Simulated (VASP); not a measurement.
A run of VASP 6.6.1 is set up as follows.

The input INCAR:

```
  PREC = Accurate
  ENCUT = 520
  EDIFF = 1E-7
  ISMEAR = 0
  SIGMA = 0.01
  LREAL = Auto
  LASPH = T
  NELM = 100
  ALGO = Normal
  ISIF = 2
  LWAVE = F
  LCHARG = F
  GGA = PE
  NELECT = 122.0
  NBANDS = 82
```

KPOINTS

```
Automatic mesh
0
Gamma
  2 2 2
  0.5 0.5 0.5
```

Contents of POSCAR:

```
Al16N15
1.0
   -4.4031742015      4.4031742015     -4.4031742015
    4.4031742015     -4.4031742015     -4.4031742015
   -4.4031742015     -4.4031742015      4.4031742015
Al N
16 15
Direct
    0.4999569602      0.2573066512      0.2501201479
    0.2511156974      0.2505131903      0.5007564688
   -0.0003745754      0.2490430820      0.7498018560
    0.7578113186     -0.0000923925      0.2501836162
    0.7506245349      0.2504675644      0.0012377591
    0.5000714473     -0.0000764543      0.5076920856
    0.2495677631     -0.0000554315      0.7506787577
    0.0005627140      0.7493672418      0.2501699477
    1.0005422793      0.9999213036      0.9996572096
    0.7505703828      0.7508621941      0.5007222644
    0.5001031379      0.7494215597      0.7507327175
    0.2495338567      0.5004438720      0.2501891914
    0.2429544886      0.7428981897     -0.0068757751
   -0.0003963618      0.4994995969      0.4992452360
    0.7490765120      0.4994322122      0.7497231404
    0.5000234021      0.5003988422     -0.0003555528
    0.2503926679     -0.0000470638      0.4992259275
    0.0000880813     -0.0000766454      0.7501379170
    0.7491553903      0.7502187908      0.2502030955
    0.7491046084     -0.0000823020      0.0005252608
    0.5001134205      0.7502560998      0.4992939839
    0.2510150583      0.7509188647      0.7514814931
    0.0001187231      0.5000071509      0.2502975366
    0.0013161135      0.7508799609      0.0011732227
    0.7496829319      0.4985329207      0.4997909415
    0.5000449874      0.4999160742      0.7501988267
    0.2503522865      0.2490293147      0.2502265463
    0.2511078565      0.5013555341      0.0012429533
   -0.0011659174      0.2496385240      0.4998732542
    0.7497667272      0.2496107292      0.7489460609
    0.5000107551      0.2489853975      0.0004775456
```

Potentials or basis: VASP PAW PBE potentials, release 64 (Al, N).

Command:

```console
$ cat potpaw_PBE.64/Al/POTCAR potpaw_PBE.64/N/POTCAR > POTCAR
$ mpirun -np 1 vasp_std > vasp.out
```

(1) Estimate the largest force.

Results:

(1) 0.034 eV/Å.

Caveat: the cell carries a net charge on a neutralising background, which shifts energy and pressure.
